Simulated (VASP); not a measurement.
# Cd (P6_3/mmc) in VASP: a series of runs

The runs below take Cd through electric field gradients, with PBE.

Program: VASP 6.6.1. These are calculated values, not measurements. Logs are shortened: lines on timing, memory, paths and dates and some standing lists are left out, and cuts for length are marked.

### 1 The cell of the first run

It takes space group P6_3/mmc (No. 194, hexagonal). Conventional cell: a = 2.979 Å, b = 2.979 Å, c = 5.786 Å, α = 90.00°, β = 90.00°, γ = 120.00°. Cd (site symmetry -6m2) has 12 Cd at 2.98 to 3.37 Å within 3.9 Å.

### 2 Electric field gradients, PBE (zz strain of +3 %)

INCAR reads:

```
PREC     = Accurate       # precision mode
ENCUT    = 520            # plane-wave cutoff, eV
EDIFF    = 1E-8           # SCF threshold, eV
ISMEAR   = -1             # smearing method
SIGMA    = 0.05           # smearing width, eV
LREAL    = F              # projectors in reciprocal space
LASPH    = T              # aspherical terms in the spheres
NELM     = 60             # most SCF steps
ALGO     = Normal         # electronic algorithm
ISIF     = 2              # what is computed and relaxed
LWAVE    = F              # write WAVECAR
LCHARG   = F              # write CHGCAR
GGA      = PE             # functional
LEFG     = T            
NBANDS   = 19             # bands
```

KPOINTS reads:

```
regular mesh
0
Gamma
  14 14 7
```

POSCAR reads:

```
Cd
1.0
    2.9788725081      0.0000000000      0.0000000000
   -1.4894362540      2.5797792666      0.0000000000
    0.0000000000      0.0000000000      5.7861795000
Cd
2
Direct
    0.3333333333      0.6666666667      0.2500000000
    0.6666666667      0.3333333333      0.7500000000
```

Potentials or basis: VASP PAW PBE potentials, release 64 (Cd).

On the command line:

```
cat potpaw_PBE.64/Cd/POTCAR > POTCAR
mpirun -np 1 vasp_std > vasp.out
```

OUTCAR:

```text
PREC = Accurate
   ENCUT = 520
   EDIFF = 1E-8
   ISMEAR = -1
   LREAL = F
   LASPH = T
   NELM = 60
   ISIF = 2
   GGA = PE

 ion  position               nearest neighbor table
   1  0.333  0.667  0.250-   2 3.37   2 3.37   2 3.37   2 3.37   2 3.37   2 3.37
   2  0.667  0.333  0.750-   1 3.37   1 3.37   1 3.37   1 3.37   1 3.37   1 3.37

  LATTYP: Found a hexagonal cell.
 ALAT       =     2.9788725081
 C/A-ratio  =     1.9424058882

  Lattice vectors:

 A1 = (   2.9788725081,   0.0000000000,   0.0000000000)
 A2 = (  -1.4894362540,   2.5797792666,   0.0000000000)
 A3 = (   0.0000000000,   0.0000000000,   5.7861795000)

Analysis of symmetry for initial positions (statically):
=====================================================================
 Subroutine PRICEL returns:
 Original cell was already a primitive cell.

 Routine SETGRP: Setting up the symmetry group for a
 hexagonal supercell.

 Subroutine GETGRP returns: Found 24 space group operations
 (whereof 12 operations were pure point group operations)
 out of a pool of 24 trial point group operations.

The static configuration has the point symmetry D_3d.
 The point group associated with its full space group is D_6h.

Analysis of symmetry for dynamics (positions and initial velocities):
=====================================================================
 Subroutine PRICEL returns:
 Original cell was already a primitive cell.

 Routine SETGRP: Setting up the symmetry group for a
 hexagonal supercell.

 Subroutine GETGRP returns: Found 24 space group operations
 (whereof 12 operations were pure point group operations)
 out of a pool of 24 trial point group operations.

The dynamic configuration has the point symmetry D_3d.
 The point group associated with its full space group is D_6h.

 Subroutine INISYM returns: Found 24 space group operations
 (whereof 12 operations are pure point group operations),
 and found     1 'primitive' translations

----------------------------------------------------------------------------------------

                                     Primitive cell

  volume of cell :      44.4658

  direct lattice vectors                    reciprocal lattice vectors
     2.978872508  0.000000000  0.000000000     0.335697482  0.193815032  0.000000000
    -1.489436254  2.579779267  0.000000000     0.000000000  0.387630063  0.000000000
     0.000000000  0.000000000  5.786179500     0.000000000  0.000000000  0.172825610

  length of vectors
     2.978872508  2.978872508  5.786179500     0.387630063  0.387630063  0.172825610

  position of ions in fractional coordinates (direct lattice)
     0.333333333  0.666666667  0.250000000
     0.666666667  0.333333333  0.750000000

  ion indices of the primitive-cell ions
   primitive index   ion index
                 1           1
                 2           2

----------------------------------------------------------------------------------------

 KPOINTS: regular mesh

Automatic generation of k-mesh.
 Grid dimensions read from file:
 generate k-points for:   14   14    7

 Generating k-lattice:

  Cartesian coordinates                     Fractional coordinates (reciprocal lattice)
     0.023978392  0.013843931  0.000000000     0.071428571  0.000000000  0.000000000
     0.000000000  0.027687862  0.000000000     0.000000000  0.071428571  0.000000000
     0.000000000  0.000000000  0.024689373     0.000000000  0.000000000  0.142857143

  Length of vectors
     0.027687862  0.027687862  0.024689373

  Shift w.r.t. Gamma in fractional coordinates (k-lattice)
     0.000000000  0.000000000  0.000000000

 Subroutine IBZKPT returns following result:
 ===========================================

 Found     96 irreducible k-points:

 Following reciprocal coordinates:
            Coordinates               Weight
  0.000000  0.000000  0.000000      1.000000
  0.071429 -0.000000  0.000000      6.000000
  0.142857 -0.000000  0.000000      6.000000
  0.214286 -0.000000  0.000000      6.000000
  0.285714 -0.000000  0.000000      6.000000
  0.357143 -0.000000  0.000000      6.000000
[... 16 lines left out ...]
  0.285714  0.285714  0.000000      6.000000
  0.357143  0.285714  0.000000      6.000000
 [... further k-points ...]
   k-points           NKPTS =     96   k-points in BZ     NKDIM =     96   number of bands    NBANDS=     19
   number of dos      NEDOS =    301   number of ions     NIONS =      2
   total plane-waves  NPLWV =  27648
   dimension x,y,z NGX =    24 NGY =   24 NGZ =   48
   dimension x,y,z NGXF=    48 NGYF=   48 NGZF=   96
   ions per type =               2
   NGX,Y,Z   is equivalent  to a cutoff of  13.39, 13.39, 13.79 a.u.
   NGXF,Y,Z  is equivalent  to a cutoff of  26.79, 26.79, 27.58 a.u.
 SYSTEM =  unknown system
   PREC   = accura    normal or accurate (medium, high low for compatibility)
   ISTART =      0    job   : 0-new  1-cont  2-samecut
   ICHARG =      2    charge: 1-file 2-atom 10-const
   ISPIN  =      1    spin polarized calculation?
   LNONCOLLINEAR =      F non collinear calculations
   LSORBIT =      F    spin-orbit coupling
   LASPH  =      T    aspherical Exc in radial PAW
   ENCUT  =  520.0 eV  38.22 Ry    6.18 a.u.   5.54  5.54 10.76*2*pi/ulx,y,z
   NELM   =     60;   NELMIN=  2; NELMDL= -5     # of ELM steps
   EDIFF  = 0.1E-07   stopping-criterion for ELM
   LREAL  =      F    real-space projection
   EDIFFG = 0.1E-06   stopping-criterion for IOM
   NSW    =      0    number of steps for IOM
   IBRION =     -1    ionic relax: 0-MD 1-quasi-New 2-CG
   NFREE  =      0    steps in history (QN), initial steepest desc. (CG)
   ISIF   =      2    stress and relaxation
   ISYM   =      2    0-nonsym 1-usesym 2-fastsym
   POTIM  = 0.5000    time-step for ionic-motion
   TEBEG  =    0.0;   TEEND  =   0.0 temperature during run
   PSTRESS=    0.0 pullay stress
   NELECT =      24.0000    total number of electrons
   NUPDOWN=      -1.0000    fix difference up-down
   EMIN   =  10.00;   EMAX   =-10.00  energy-range for DOS
   EFERMI =   0.00;   METHOD = LEGACY
   ISMEAR =    -1;   SIGMA  =   0.05  broadening in eV -4-tet -1-fermi 0-gaus
   EFERMI_NEDOS =   21; number of points for ismear=-14 and -15
   IALGO  =     38    algorithm
   IMIX   =      4    mixing-type and parameters
     AMIX     =   0.40;   BMIX     =  1.00
     AMIX_MAG =   1.60;   BMIX_MAG =  1.00
  volume/ion in A,a.u.               =      22.23       150.04
  Fermi-wavevector in a.u.,A,eV,Ry     =   1.332917  2.518848 24.173034  1.776668
  Thomas-Fermi vector in A             =   2.461815
   LORBIT       =      0    0 simple, 1 ext, 2 COOP (PROOUT), +10 PAW based schemes
   GGA     = PE    functional components
   LHFCALC =     F    Hartree Fock is set to
   AEXX    =    0.0000 exact exchange contribution
   IVDW    =     0    specifies the selected vdW correction
   LEPSILON=     F    determine dielectric tensor
   LRPA    =     F    only Hartree local field effects (RPA)
 non-spin polarized calculation
  energy-cutoff  :      520.00
  volume of cell :       44.47
 maximum number of plane-waves:      1221
 NGX is ok and might be reduce to    24
   NGX = 11   NGY = 11   NGZ = 21

 number of electron      23.9999985 magnetization

 Free energy of the ion-electron system (eV)
  ---------------------------------------------------
  ext. energy  EPLUGINS =         0.00000000
  ---------------------------------------------------
  free energy    TOTEN  =        -1.47252538 eV

  energy without entropy =       -1.46529232  energy(sigma->0) =       -1.46890885

 E-fermi :   2.8292     XC(G=0): -10.8681

 val. band max:        2.8265233287   @ k =   0.3571   0.2857   0.2857
 cond. band min:       2.8370198413   @ k =   0.3571   0.2143   0.1429
 fundamental gap:      0.0104965126
 Fermi energy:         2.8291663473

 k-point     1 :       0.0000    0.0000    0.0000
  band No.  band energies     occupation
      1      -7.0514      2.00000
      2      -6.8405      2.00000
      3      -6.4421      2.00000
      4      -6.4421      2.00000
      5      -6.4013      2.00000
      6      -6.4013      2.00000
[... 11 lines left out ...]
     18      17.8322      0.00000
     19      18.5342      0.00000

 k-point     2 :       0.0714   -0.0000    0.0000
  band No.  band energies     occupation
      1      -6.9982      2.00000
      2      -6.7913      2.00000
      3      -6.4614      2.00000
      4      -6.4198      2.00000
      5      -6.3952      2.00000
      6      -6.3557      2.00000
[... 11 lines left out ...]
     18      17.1740      0.00000
     19      18.9295      0.00000

 k-point     3 :       0.1429   -0.0000    0.0000
  band No.  band energies     occupation
      1      -6.8847      2.00000
      2      -6.6977      2.00000
      3      -6.5109      2.00000
      4      -6.4287      2.00000
      5      -6.2615      2.00000
      6      -6.2260      2.00000
[... 11 lines left out ...]
     18      16.6974      0.00000
     19      17.5857      0.00000

 k-point     4 :       0.2143   -0.0000    0.0000
  band No.  band energies     occupation
      1      -6.8765      2.00000
      2      -6.6860      2.00000
      3      -6.4870      2.00000
      4      -6.3104      2.00000
      5      -6.2718      2.00000
      6      -6.0623      2.00000
[... 11 lines left out ...]
     18      15.4532      0.00000
     19      16.3093      0.00000

 k-point     5 :       0.2857   -0.0000    0.0000
  band No.  band energies     occupation
      1      -6.9770      2.00000
      2      -6.8023      2.00000
      3      -6.4902      2.00000
      4      -6.3323      2.00000
      5      -6.1938      2.00000
      6      -6.1074      2.00000
[... 11 lines left out ...]
     18      15.3883      0.00000
     19      15.9876      0.00000
[... 334 lines left out ...]
      2      -6.6779      2.00000
      3      -6.6015      2.00000
      4      -6.3950      2.00000
      5      -6.2360      2.00000
      6      -6.2046      2.00000
[... 11 lines left out ...]
     18      10.8608      0.00000
     19      12.2512      0.00000

 k-point    22 :       0.3571    0.2143    0.0000
  band No.  band energies     occupation
      1      -6.7655      2.00000
      2      -6.7171      2.00000
      3      -6.5923      2.00000
      4      -6.3732      2.00000
      5      -6.2900      2.00000
      6      -6.1248      2.00000
[... 11 lines left out ...]
     18      10.5548      0.00000
     19      12.0145      0.00000

 k-point    23 :       0.2857    0.2857    0.0000
  band No.  band energies     occupation
      1      -6.6824      2.00000
      2      -6.5555      2.00000
      3      -6.5050      2.00000
      4      -6.3973      2.00000
      5      -6.2860      2.00000
      6      -6.1773      2.00000
[... 11 lines left out ...]
     18       9.5024      0.00000
     19      10.9982      0.00000

 k-point    24 :       0.3571    0.2857    0.0000
  band No.  band energies     occupation
      1      -6.6802      2.00000
      2      -6.5143      2.00000
      3      -6.3931      2.00000
      4      -6.3621      2.00000
      5      -6.3528      2.00000
      6      -6.1986      2.00000
[... 11 lines left out ...]
     18       8.5341      0.00000
     19      10.6678      0.00000

 [... further k-points ...]
[... 5 lines left out ...]
  --------------------------------------------------------------------------------------
  -------------------------------------------------------------------------------------
  Total        0.7565493      0.7565493      0.2439497      0.0000000     -0.0000000      0.0000000
  in kB       27.2597226     27.2597226      8.7899104      0.0000000     -0.0000000      0.0000000
  external PRESSURE =      21.1031185 kB  Pullay stress =       0.0000000 kB

 VOLUME and BASIS-vectors are now :
 -----------------------------------------------------------------------------
  energy-cutoff  :      520.00
  volume of cell :       44.47
      direct lattice vectors                 reciprocal lattice vectors
     2.978872508  0.000000000  0.000000000     0.335697482  0.193815032  0.000000000
    -1.489436254  2.579779267  0.000000000     0.000000000  0.387630063  0.000000000
     0.000000000  0.000000000  5.786179500     0.000000000  0.000000000  0.172825610

 POSITION                                       TOTAL-FORCE (eV/Angst)
 -----------------------------------------------------------------------------------
     -0.00000      1.71985      1.44654        -0.000000      0.000000      0.000000
      1.48944      0.85993      4.33963         0.000000     -0.000000     -0.000000
 -----------------------------------------------------------------------------------
    total drift:                               -0.000000      0.000000      0.000000

  FREE ENERGIE OF THE ION-ELECTRON SYSTEM (eV)
  ---------------------------------------------------
  free  energy   TOTEN  =        -1.4725253848 eV

  energy  without entropy=       -1.4652923176  energy(sigma->0) =       -1.46890885

 Electric field gradients (V/A^2)
---------------------------------------------------------------------
 ion       V_xx      V_yy      V_zz      V_xy      V_xz      V_yz
---------------------------------------------------------------------
   1     -47.404   -47.402    94.806     0.001     0.000    -0.000
   2     -47.404   -47.402    94.806     0.001    -0.000     0.000
---------------------------------------------------------------------

 Electric field gradients after diagonalization (V/A^2)
 (convention: |V_zz| > |V_xx| > |V_yy|)
----------------------------------------------------------------------
 ion       V_xx      V_yy      V_zz     asymmetry (V_yy - V_xx)/ V_zz
----------------------------------------------------------------------
   1     -47.405   -47.402    94.806       0.000
   2     -47.405   -47.402    94.806       0.000
----------------------------------------------------------------------

           NMR quadrupolar parameters

 Cq : quadrupolar parameter    Cq=e*Q*V_zz/h
 eta: asymmetry parameters     (V_yy - V_xx)/ V_zz
 Q  : nuclear electric quadrupole moment in mb (millibarn)
----------------------------------------------------------------------
 ion       Cq(MHz)       eta       Q (mb)
----------------------------------------------------------------------
   1       0.229       0.000       1.000
   2       0.229       0.000       1.000
----------------------------------------------------------------------
```

Run time: 32 s. Hardware: 1 thread of Intel Xeon Platinum 8488C (Sapphire Rapids), shared host; peak memory 0.2 GiB.

Results:

```
Free energy                             : -1.4725 eV
Pressure                                : 2.1 GPa
Band gap on the k mesh                  : zero (bands 12 and 13 overlap by 4.46 eV)
Largest electric field gradient by atom : Cd +94.8 V/Å²
```

Stress tensor (GPa, compression positive):
```
2.73 0.00 0.00
0.00 2.73 0.00
0.00 0.00 0.88
```

Levels at points of the mesh, in eV from the Fermi level:
```csv
k point,band 8,band 9,band 10,band 11,band 12,band 13,band 14,band 15,band 16,band 17
"(0.00, 0.00, 0.00)",-8.73,-8.71,-8.53,-8.53,-3.41,-3.06,9.58,13.83,14.54,15.00
"(0.50, 0.00, 0.00)",-8.56,-8.24,-8.22,-2.23,-1.76,1.73,2.86,2.96,5.07,8.53
```

Electric field gradients, principal values (V/Å²):
```csv
atom,least,middle,greatest (by size)
1 Cd,-47.402,-47.405,94.806
2 Cd,-47.402,-47.405,94.806
```

Caveat: the cell differs from its parent crystal (zz strain of +3 %); without QUAD_EFG the Cq values of the log hold for a quadrupole moment of 1 mb, not for the nuclei.

(Part 1 of 2 ends here.)
